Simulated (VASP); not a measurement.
Write the native input for VASP 6.6.1 that does the following.

```yaml
Task: relaxation of cell and atoms
Functional: PBEsol
Potentials_or_basis: VASP PAW PBE potentials, release 64 (Se)
Cutoff: 600 eV
k_mesh: 12 × 12 × 10
Occupations: gaussian, width 0.1 eV
Spin: no spin polarisation
Dipole_correction: no
Further_INCAR_settings: ALGO = Normal; EDIFF = 1e-07; IBRION = 2; EDIFFG = -0.01; NSW = 100; ISIF = 3
```

The structure of Se lies in POSCAR:

```
Se
1.0
    4.5923645101      0.0000000000      0.0000000000
   -2.2961822551      3.9771043292      0.0000000000
    0.0000000000      0.0000000000      5.2745125969
Se
4
Direct
    0.0000000000      0.0000000000      0.2500000000
    0.0000000000      0.0000000000      0.7500000000
    0.3333333333      0.6666666667      0.7500000000
    0.6666666667      0.3333333333      0.2500000000
```

These files were run (other wordings do the same):

INCAR

```
SYSTEM = Se
ALGO     = Normal         ! electronic algorithm
EDIFF    = 1E-7           ! SCF threshold, eV
EDIFFG   = -0.01          ! ionic threshold
ENCUT    = 600            ! plane-wave cutoff, eV
GGA      = PS             ! functional
IBRION   = 2              ! ionic algorithm
ISIF     = 3              ! what is computed and relaxed
ISMEAR   = 0              ! smearing method
LASPH    = .True.         ! aspherical terms in the spheres
LCHARG   = .False.        ! write CHGCAR
LREAL    = .False.        ! projectors in reciprocal space
LWAVE    = .False.        ! write WAVECAR
NELM     = 80             ! most SCF steps
NSW      = 100            ! ionic steps
PREC     = Accurate       ! precision mode
SIGMA    = 0.1            ! smearing width, eV
```

KPOINTS

```
k-points
0
Gamma
  12 12 10
  0 0 0
```

Potentials or basis: VASP PAW PBE potentials, release 64 (Se).

Launch:

```console
$ cat potpaw_PBE.64/Se/POTCAR > POTCAR
$ mpirun -np 1 vasp_std > vasp.out
```

Results of the run:

The relaxed volume is 24.35 Å³/atom and the relaxed cell is a = 4.554 Å, b = 4.554 Å, c = 5.424 Å, α = 90.00°, β = 90.00°, γ = 120.00°. The space group after relaxing (to 0.05 Å) is P6_3/mmc (No. 194). The energy gained by relaxing is 6.4 meV/atom. The ionic steps are 6 and the pressure after relaxing is 0.0 GPa.

Caveat: the PAW data sets were made with another functional, which shifts forces and pressure a little.

Run time: 11 min on 1 thread of Oxide Virtual Turin-like Processor, on a shared host, peak memory 0.34 GiB.
